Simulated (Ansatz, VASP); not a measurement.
# Se: VASP beside Ansatz

```
CELL_PARAMETERS angstrom
0.00000 2.94127 3.52952
2.94127 0.00000 3.52952
2.94127 2.94127 0.00000
ATOMIC_POSITIONS crystal
Se 0.50000 0.50000 0.50000
Se 0.75000 0.75000 0.75000
```

Alike in both runs: task single point; functional PBE; k mesh 14 × 14 × 14; occupations gaussian, width 0.15 eV; no spin polarisation.

|  | VASP | Ansatz |
| --- | --- | --- |
| version | VASP 6.6.1 | Ansatz 0.2.0 |
| potentials or method | VASP PAW PBE potentials, release 64 (Se), cutoff 520 eV | scalar-relativistic, plane waves, PAW |
| valence electrons in the cell | 12 | 32 |

Ansatz gave:

```
gap on the k mesh at the Fermi level (eV)                     : none
pressure (GPa)                                                : 0.4
traceless stress, the component that is largest in VASP (GPa) : 2.18
```

Problem. What did VASP give for the same quantities?

Solution. gap on the k mesh at the Fermi level (eV): none; pressure (GPa): 0.5; traceless stress, the component that is largest in VASP (GPa): 2.18.

A gap of «none» marks a metal or a gap that the smearing closes. With one functional, cell and mesh, what is left measures potentials, basis and numerics. VASP's potentials hold 12 valence electrons a cell and Ansatz's 32, so a difference there can come from the potentials and not from the codes.
